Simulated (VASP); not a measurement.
Runs of VASP 6.6.1 on ZrC. The structure is that of space group P6_3/mmc (No. 194), or close to it. The cells are those of the table. 

```csv
cell,gap on the mesh (eV),pressure (GPa)
"a = 3.273, b = 3.273, c = 5.173 Å, angles 90.0, 90.0, 120.0°, 4 atoms",none,15.4
"a = 3.336, b = 3.336, c = 5.273 Å, angles 90.0, 90.0, 120.0°, 4 atoms",none,(a)
"a = 3.222, b = 3.222, c = 5.093 Å, angles 90.0, 90.0, 120.0°, 4 atoms",none,30.5
"a = 3.180, b = 3.180, c = 5.024 Å, angles 90.0, 90.0, 120.0°, 4 atoms",none,45.6
```

Alike in all rows: task single point; level PBEsol; potentials or basis VASP PAW PBE potentials, release 64 (Zr_sv, C); no spin polarisation; k mesh 8 × 8 × 4; cutoff (eV) 520; smearing methfessel-paxton 0.05 eV.

Question: Estimate the missing entries.

Answer: (a) 0.4.

Caveats: the PAW data sets were made with another functional, which shifts forces and pressure a little.

A k mesh can miss the band edges, and the runs leave out spin-orbit coupling on Zr.

A gap of «none» marks levels without a gap at the run's occupations.
